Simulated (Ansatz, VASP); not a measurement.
# KI in VASP and in Ansatz

```
K I
1.0
     0.00000    3.44383    3.58733
     3.44383    0.00000    3.58733
     3.44383    3.44383    0.00000
K I
1 1
Direct
  0.94665 0.94665 0.05335
  0.51644 0.51644 0.48356
```

Change from the starting cell: mode 6 frozen in at -0.383 Å, equal normal strain along x and y -0.0400.

Alike in both runs: task single point; functional PBE; k mesh 6 × 6 × 6; occupations gaussian, width 0.05 eV; no spin polarisation.

|  | VASP | Ansatz |
| --- | --- | --- |
| version | VASP 6.6.1 | Ansatz 0.2.0 |
| potentials or method | VASP PAW PBE potentials, release 64 (K_sv, I), cutoff 520 eV | scalar-relativistic, plane waves, PAW |
| valence electrons in the cell | 16 | 26 |

|  | VASP | Ansatz | Ansatz less VASP |
| --- | --- | --- | --- |
| gap on the k mesh at the Fermi level (eV) | 4.10 | 4.11 | +0.004 |
| least direct gap on the mesh (eV) | 4.10 | 4.11 | +0.004 |
| pressure (GPa) | 2.2 | 2.1 | -0.04 |
| traceless stress, the component that is largest in VASP (GPa) | 1.85 | 1.83 | -0.018 |
| rms of the force components (eV/Å) | 0.426 | 0.421 | -0.0046 |

Atom by atom the forces differ by 0.005 eV/Å (rms over components). With one functional, cell and mesh, what is left measures potentials, basis and numerics. VASP's potentials hold 16 valence electrons a cell and Ansatz's 26, so a difference there can come from the potentials and not from the codes.

Spin-orbit coupling is off throughout.
